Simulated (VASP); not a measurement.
# Au (Im-3m) in VASP: further runs

The runs below take Au through single point, relaxation of cell and atoms, with PBEsol.

All numbers are computed with VASP 6.6.1; they aren't measurements. Logs are shortened: lines on timing, memory, paths and dates and some standing lists are left out, and cuts for length are marked.

## Step 1: The cell of the first run

It takes space group Im-3m (No. 229, cubic). The conventional cell has a = 3.243 Å, b = 3.243 Å, c = 3.243 Å, α = 90.00°, β = 90.00°, γ = 90.00°. Within 3.7 Å of Au (site symmetry m-3m) lie 14 Au at 2.81 to 3.24 Å.

## Step 2: Single point, PBEsol

File INCAR:

```
SYSTEM = Au
ALGO = Fast ; EDIFF = 1E-6
ENCUT = 520 ; GGA = PS
ISIF = 2 ; ISMEAR = 0
LASPH = .True. ; LCHARG = .False.
LREAL = .False. ; LWAVE = .False.
NBANDS = 12 ; NELM = 80
PREC = Accurate ; SIGMA = 0.1
```

File KPOINTS:

```
k-points
0
Gamma
  24 24 24
  0 0 0
```

File POSCAR:

```
Au
1.0
   -1.6214796314      1.6214796314      1.6214796314
    1.6214796314     -1.6214796314      1.6214796314
    1.6214796314      1.6214796314     -1.6214796314
Au
1
Direct
    0.0000000000      0.0000000000      0.0000000000
```

Potentials or basis: VASP PAW PBE potentials, release 64 (Au).

The run is started by

```bash
> cat potpaw_PBE.64/Au/POTCAR > POTCAR
> mpirun -np 1 vasp_std > vasp.out
```

OUTCAR:

```text
SYSTEM = Au
   EDIFF = 1E-6
   ENCUT = 520
   GGA = PS
   ISIF = 2
   ISMEAR = 0
   LASPH = .True.
   LREAL = .False.
   NELM = 80
   PREC = Accurate

 ion  position               nearest neighbor table
   1  0.000  0.000  0.000-

  LATTYP: Found a body centered cubic cell.
 ALAT       =     3.2429592628

  Lattice vectors:

 A1 = (  -1.6214796314,   1.6214796314,   1.6214796314)
 A2 = (   1.6214796314,  -1.6214796314,   1.6214796314)
 A3 = (   1.6214796314,   1.6214796314,  -1.6214796314)

Analysis of symmetry for initial positions (statically):
=====================================================================
 Subroutine PRICEL returns:
 Original cell was already a primitive cell.

 Routine SETGRP: Setting up the symmetry group for a
 body centered cubic supercell.

 Subroutine GETGRP returns: Found 48 space group operations
 (whereof 48 operations were pure point group operations)
 out of a pool of 48 trial point group operations.

The static configuration has the point symmetry O_h .

Analysis of symmetry for dynamics (positions and initial velocities):
=====================================================================
 Subroutine PRICEL returns:
 Original cell was already a primitive cell.

 Routine SETGRP: Setting up the symmetry group for a
 body centered cubic supercell.

 Subroutine GETGRP returns: Found 48 space group operations
 (whereof 48 operations were pure point group operations)
 out of a pool of 48 trial point group operations.

The dynamic configuration has the point symmetry O_h .

 Subroutine INISYM returns: Found 48 space group operations
 (whereof 48 operations are pure point group operations),
 and found     1 'primitive' translations

----------------------------------------------------------------------------------------

                                     Primitive cell

  volume of cell :      17.0528

  direct lattice vectors                    reciprocal lattice vectors
    -1.621479631  1.621479631  1.621479631     0.000000000  0.308360334  0.308360334
     1.621479631 -1.621479631  1.621479631     0.308360334  0.000000000  0.308360334
     1.621479631  1.621479631 -1.621479631     0.308360334  0.308360334  0.000000000

  length of vectors
     2.808485105  2.808485105  2.808485105     0.436087366  0.436087366  0.436087366

  position of ions in fractional coordinates (direct lattice)
[... 77 lines left out ...]
   EDIFF  = 0.1E-05   stopping-criterion for ELM
   LREAL  =      F    real-space projection
   EDIFFG = 0.1E-04   stopping-criterion for IOM
   NSW    =      0    number of steps for IOM
   IBRION =     -1    ionic relax: 0-MD 1-quasi-New 2-CG
   NFREE  =      0    steps in history (QN), initial steepest desc. (CG)
   ISIF   =      2    stress and relaxation
   ISYM   =      2    0-nonsym 1-usesym 2-fastsym
   POTIM  = 0.5000    time-step for ionic-motion
   TEBEG  =    0.0;   TEEND  =   0.0 temperature during run
   PSTRESS=    0.0 pullay stress
   NELECT =      11.0000    total number of electrons
   NUPDOWN=      -1.0000    fix difference up-down
   EMIN   =  10.00;   EMAX   =-10.00  energy-range for DOS
   EFERMI =   0.00;   METHOD = LEGACY
   ISMEAR =     0;   SIGMA  =   0.10  broadening in eV -4-tet -1-fermi 0-gaus
   EFERMI_NEDOS =   21; number of points for ismear=-14 and -15
   IALGO  =     68    algorithm
   IMIX   =      4    mixing-type and parameters
     AMIX     =   0.40;   BMIX     =  1.00
     AMIX_MAG =   1.60;   BMIX_MAG =  1.00
  volume/ion in A,a.u.               =      17.05       115.08
  Fermi-wavevector in a.u.,A,eV,Ry     =   1.414515  2.673046 27.223254  2.000853
  Thomas-Fermi vector in A             =   2.536049
   LORBIT       =      0    0 simple, 1 ext, 2 COOP (PROOUT), +10 PAW based schemes
   GGA     = PS    functional components
   LHFCALC =     F    Hartree Fock is set to
   AEXX    =    0.0000 exact exchange contribution
   IVDW    =     0    specifies the selected vdW correction
   LEPSILON=     F    determine dielectric tensor
   LRPA    =     F    only Hartree local field effects (RPA)
 non-spin polarized calculation
 RMM-DIIS sequential band-by-band and
 Gauss-broadening in eV      SIGMA  =   0.10
  energy-cutoff  :      520.00
  volume of cell :       17.05
 maximum number of plane-waves:       474
 NGX is ok and might be reduce to    24
   NGX = 11   NGY = 11   NGZ = 11

 number of electron      11.0000001 magnetization

 Free energy of the ion-electron system (eV)
  ---------------------------------------------------
  ext. energy  EPLUGINS =         0.00000000
  ---------------------------------------------------
  free energy    TOTEN  =        -3.90417551 eV

  energy without entropy =       -3.90308293  energy(sigma->0) =       -3.90362922

 E-fermi :   9.2541     XC(G=0): -12.8832

 val. band max:        9.2425524484   @ k =  -0.4583   0.5000   0.0417
 cond. band min:       9.3324311779   @ k =   0.3750   0.0833   0.0417
 fundamental gap:      0.0898787294
 Fermi energy:         9.2541226644

 k-point     1 :       0.0000    0.0000    0.0000
  band No.  band energies     occupation
      1      -0.6351      2.00000
      2       4.4111      2.00000
      3       4.4111      2.00000
      4       4.4111      2.00000
      5       6.3615      2.00000
      6       6.3615      2.00000
      7      25.7671      0.00000
      8      25.7671      0.00000
      9      25.7671      0.00000
     10      33.5729      0.00000
     11      33.5729      0.00000
     12      33.5766      0.00000
[... 331 lines left out ...]
 k-point    24 :       0.4583    0.0417    0.0000
  band No.  band energies     occupation
      1       2.0481      2.00000
      2       3.3281      2.00000
      3       6.2011      2.00000
      4       6.4960      2.00000
      5       7.6021      2.00000
      6       8.8598      2.00000
      7      12.9626      0.00000
      8      21.6168      0.00000
      9      22.9945      0.00000
     10      31.1772      0.00000
     11      31.5019      0.00000
     12      32.2401      0.00000

 [... further k-points ...]
[... 5 lines left out ...]
  --------------------------------------------------------------------------------------
  -------------------------------------------------------------------------------------
  Total       -0.0235030     -0.0235030     -0.0235030      0.0000000      0.0000000     -0.0000000
  in kB       -2.2082020     -2.2082020     -2.2082020      0.0000000      0.0000000     -0.0000000
  external PRESSURE =      -2.2082020 kB  Pullay stress =       0.0000000 kB

 VOLUME and BASIS-vectors are now :
 -----------------------------------------------------------------------------
  energy-cutoff  :      520.00
  volume of cell :       17.05
      direct lattice vectors                 reciprocal lattice vectors
    -1.621479631  1.621479631  1.621479631     0.000000000  0.308360334  0.308360334
     1.621479631 -1.621479631  1.621479631     0.308360334  0.000000000  0.308360334
     1.621479631  1.621479631 -1.621479631     0.308360334  0.308360334  0.000000000

 POSITION                                       TOTAL-FORCE (eV/Angst)
 -----------------------------------------------------------------------------------
      0.00000      0.00000      0.00000         0.000000      0.000000     -0.000000
 -----------------------------------------------------------------------------------
    total drift:                               -0.000000      0.000000      0.000000

  FREE ENERGIE OF THE ION-ELECTRON SYSTEM (eV)
  ---------------------------------------------------
  free  energy   TOTEN  =        -3.9041755139 eV

  energy  without entropy=       -3.9030829318  energy(sigma->0) =       -3.90362922
```

OSZICAR:

```text
N       E                     dE             d eps       ncg     rms          rms(c)
DAV:   1     0.491272561738E+02    0.49127E+02   -0.55810E+03 10272   0.818E+02
DAV:   2    -0.352531238372E+01   -0.52653E+02   -0.49628E+02 11824   0.187E+02
DAV:   3    -0.425316390213E+01   -0.72785E+00   -0.72709E+00 11748   0.210E+01
DAV:   4    -0.425556114988E+01   -0.23972E-02   -0.23971E-02 11464   0.140E+00
DAV:   5    -0.425557821384E+01   -0.17064E-04   -0.17063E-04 11772   0.112E-01    0.926E+00
RMM:   6    -0.392986776796E+01    0.32571E+00   -0.37791E-01  9938   0.509E+00    0.573E+00
RMM:   7    -0.390718624683E+01    0.22682E-01   -0.41434E-02 10657   0.188E+00    0.287E+00
RMM:   8    -0.390422143391E+01    0.29648E-02   -0.39127E-03 11042   0.553E-01    0.407E-01
RMM:   9    -0.390417366039E+01    0.47774E-04   -0.53414E-04 11611   0.196E-01    0.114E-01
RMM:  10    -0.390417538939E+01   -0.17290E-05   -0.78911E-05 11461   0.684E-02    0.736E-02
RMM:  11    -0.390417542599E+01   -0.36600E-07   -0.15003E-05 10900   0.260E-02    0.115E-02
RMM:  12    -0.390417551390E+01   -0.87909E-07   -0.17905E-06  8922   0.844E-03
   1 F= -.39041755E+01 E0= -.39036292E+01  d E =-.109258E-02
```

Wall time 33 s (1 thread of Intel Xeon Platinum 8488C (Sapphire Rapids), shared host); peak memory 0.21 GiB.

Results:

- Free energy: -3.9042 eV
- Pressure: -0.2 GPa

Caveat: the PAW data sets were made with another functional, which shifts forces and pressure a little; spin-orbit coupling is left out, which moves the levels of the heavy elements.

## Step 3: Relaxation of cell and atoms, PBEsol

File INCAR:

```
SYSTEM = Au
PREC = Accurate
ENCUT = 600
EDIFF = 1E-6
ISMEAR = 0
SIGMA = 0.1
LREAL = .FALSE.
LASPH = .TRUE.
NELM = 100
ALGO = Normal
ISIF = 3
LWAVE = .FALSE.
LCHARG = .FALSE.
GGA = PS
IBRION = 2
NSW = 100
EDIFFG = -0.01
```

File KPOINTS:

```
regular mesh
0
G
  24 24 24
  0 0 0
```

File POSCAR:

```
Au
1.0
   -1.6205985733      1.6205985733      1.6205985733
    1.6205985733     -1.6205985733      1.6205985733
    1.6205985733      1.6205985733     -1.6205985733
Au
1
Direct
    0.0000000000      0.0000000000      0.0000000000
```

Potentials or basis: VASP PAW PBE potentials, release 64 (Au).

The run is started by

```bash
> cat potpaw_PBE.64/Au/POTCAR > POTCAR
> mpirun -np 1 vasp_std > vasp.out
```

OUTCAR:

```text
SYSTEM = Au
   PREC = Accurate
   ENCUT = 600
   EDIFF = 1E-6
   ISMEAR = 0
   LREAL = .FALSE.
   LASPH = .TRUE.
   NELM = 100
   ISIF = 3
   GGA = PS
   IBRION = 2
   NSW = 100
   EDIFFG = -0.01

 ion  position               nearest neighbor table
   1  0.000  0.000  0.000-

  LATTYP: Found a body centered cubic cell.
 ALAT       =     3.2411971466

  Lattice vectors:

 A1 = (  -1.6205985733,   1.6205985733,   1.6205985733)
 A2 = (   1.6205985733,  -1.6205985733,   1.6205985733)
[... 462 lines left out ...]
      3       6.2244      2.00000
      4       6.5200      2.00000
      5       7.6278      2.00000
      6       8.8831      2.00000
      7      12.9997      0.00000
      8      21.6453      0.00000
      9      23.0339      0.00000

 [... further k-points ...]
[... 5 lines left out ...]
  --------------------------------------------------------------------------------------
  -------------------------------------------------------------------------------------
  Total        0.0091807      0.0091807      0.0091807      0.0000000     -0.0000000      0.0000000
  in kB        0.8639713      0.8639713      0.8639713      0.0000000     -0.0000000      0.0000000
  external PRESSURE =       0.8639713 kB  Pullay stress =       0.0000000 kB

 VOLUME and BASIS-vectors are now :
 -----------------------------------------------------------------------------
  energy-cutoff  :      600.00
  volume of cell :       17.02
      direct lattice vectors                 reciprocal lattice vectors
    -1.620598573  1.620598573  1.620598573     0.000000000  0.308527977  0.308527977
     1.620598573 -1.620598573  1.620598573     0.308527977  0.000000000  0.308527977
     1.620598573  1.620598573 -1.620598573     0.308527977  0.308527977  0.000000000

 POSITION                                       TOTAL-FORCE (eV/Angst)
 -----------------------------------------------------------------------------------
      0.00000      0.00000      0.00000         0.000000      0.000000      0.000000
 -----------------------------------------------------------------------------------
    total drift:                               -0.000000      0.000000     -0.000000

  FREE ENERGIE OF THE ION-ELECTRON SYSTEM (eV)
  ---------------------------------------------------
  free  energy   TOTEN  =        -3.9041082533 eV

  energy  without entropy=       -3.9030174728  energy(sigma->0) =       -3.90356286

 reached required accuracy - stopping structural energy minimisation
```

CONTCAR:

```text
Au
   1.00000000000000
    -1.6205985732999999    1.6205985732999999    1.6205985732999999
     1.6205985732999999   -1.6205985732999999    1.6205985732999999
     1.6205985732999999    1.6205985732999999   -1.6205985732999999
  Au
     1
Direct
     0.0000000000000000    0.0000000000000000    0.0000000000000000

  0.00000000E+00  0.00000000E+00  0.00000000E+00
```

Wall time 26 s (1 thread of Intel Xeon Platinum 8488C (Sapphire Rapids), shared host); peak memory 0.21 GiB.

What came out:

| Property | Result |
| --- | --- |
| Free energy | -3.9041 eV |
| Pressure after relaxing | 0.1 GPa |

Final structure:
```yaml
crystal:
  lattice:
    - [-1.62060, 1.62060, 1.62060]
    - [1.62060, -1.62060, 1.62060]
    - [1.62060, 1.62060, -1.62060]
  atoms:
    - { symbol: Au, position: [0.00000, 0.00000, 0.00000] }
```

Caveat: the relaxation stopped at its first step, so nothing moved; the PAW data sets were made with another functional, which shifts forces and pressure a little; spin-orbit coupling is left out, which moves the levels of the heavy elements.
